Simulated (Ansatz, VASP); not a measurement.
**Os in VASP and in Ansatz**

```xyz
1
Lattice="0.0000 1.9319 1.9319 1.9319 0.0000 1.9319 1.9319 1.9319 0.0000" Properties=species:S:1:pos:R:3 pbc="T T T"
Os    0.0000    0.0000    0.0000
```

Change from the starting cell: volume scaled by 0.98.

Alike in both runs: task single point; functional SVWN5; k mesh 12 × 12 × 12; occupations methfessel-paxton of order 1, width 0.05 eV; collinear spin.

|  | VASP | Ansatz |
| --- | --- | --- |
| version | VASP 6.6.1 | Ansatz 0.2.0 |
| potentials or method | VASP PAW PBE potentials, release 64 (Os), cutoff 520 eV | all-electron LAPW, point nuclei |

Ansatz gave:

| Property | Result |
| --- | --- |
| gap on the k mesh at the Fermi level (eV) | none |
| pressure (GPa) | -19.5 |
| net moment per atom (μB) | 0.00 |

Q: Which values does VASP return?

A: gap on the k mesh at the Fermi level (eV): none; pressure (GPa): -18.5; net moment per atom (μB): 0.03.

VASP's potentials were made for PBE, not for SVWN5. A gap of «none» marks a metal or a gap that the smearing closes. Ansatz ran all-electron here, and VASP with PAW potentials.

Spin-orbit coupling is off throughout.
